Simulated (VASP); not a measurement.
# Fe: single point with BLYP

The system is Fe.

```
CELL_PARAMETERS angstrom
2.39047 0.00000 0.00000
0.00000 2.39047 0.00000
0.00000 0.00000 2.39047
ATOMIC_POSITIONS crystal
Fe 0.00000 0.00000 0.00000
```

This cell differs from its parent crystal: volume scaled by 1.12.

- Program: VASP 6.6.1
- Task: single point
- Functional: BLYP
- Potentials or basis: VASP PAW PBE potentials, release 64 (Fe)
- Cutoff: 520 eV
- k mesh: 15 × 15 × 15
- Occupations: fermi-dirac, width 0.1 eV
- Spin: no spin polarisation
- Dipole correction: no
- Further INCAR settings: ALGO = Normal; EDIFF = 1e-06; NBANDS = 10

- Pressure: -16.0 GPa
- Band gap on the k mesh: zero (band 4 reaches 6.35 eV, above the bottom of band 5 at 4.19 eV)

Levels at points of the mesh, in eV from the Fermi level:
```tsv
k point	band 2	band 3	band 4	band 5	band 6	band 7
(0.00, 0.00, 0.00)	-3.06	-3.06	0.78	0.78	0.78	18.83
```

Wall time 7 s on 1 thread of Intel(R) Xeon(R) 6975P-C (Granite Rapids), with other jobs on the host, peak memory 0.12 GiB.

Caveat: the PAW data sets were made with another functional, which shifts forces and pressure a little; the run has no spin polarisation, though such a crystal can be magnetic. Spin polarisation is off, so any magnetic state and its effect on volume and gap are missing.
